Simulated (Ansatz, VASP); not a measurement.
## Two plane-wave programs on BaC2

```
CELL_PARAMETERS angstrom
2.65470 1.53269 2.41921
-2.65470 1.53269 2.41921
0.00000 -3.06538 2.41921
ATOMIC_POSITIONS crystal
Ba 0.00000 0.00000 0.00000
C 0.58494 0.58494 0.58494
C 0.41506 0.41506 0.41506
```

Alike in both runs: task single point; functional LDA; k mesh 9 × 9 × 9; occupations gaussian, width 0.05 eV; no spin polarisation.

|  | VASP | Ansatz |
| --- | --- | --- |
| version | VASP 6.6.1 | Ansatz 0.2.0 |
| potentials or method | VASP PAW LDA potentials, release 64 (Ba_sv, C), cutoff 520 eV | scalar-relativistic, plane waves, PAW |
| valence electrons in the cell | 18 | 18 |

Ansatz gave:

| Item | Value |
| --- | --- |
| gap on the k mesh at the Fermi level (eV) | 1.32 |
| least direct gap on the mesh (eV) | 2.32 |
| pressure (GPa) | -2.2 |
| traceless stress, the component that is largest in VASP (GPa) | 6.52 |
| rms of the force components (eV/Å) | 1.031 |

**Question.** Estimate VASP's values.

**Answer.** gap on the k mesh at the Fermi level (eV): 1.22; least direct gap on the mesh (eV): 2.25; pressure (GPa): -1.3; traceless stress, the component that is largest in VASP (GPa): 6.88; rms of the force components (eV/Å): 1.057.

LDA's correlation is that of Perdew and Zunger in VASP and of Perdew and Wang (1992) in Ansatz. Atom by atom the forces differ by 0.026 eV/Å (rms over components).

Neither program's run includes spin-orbit coupling.
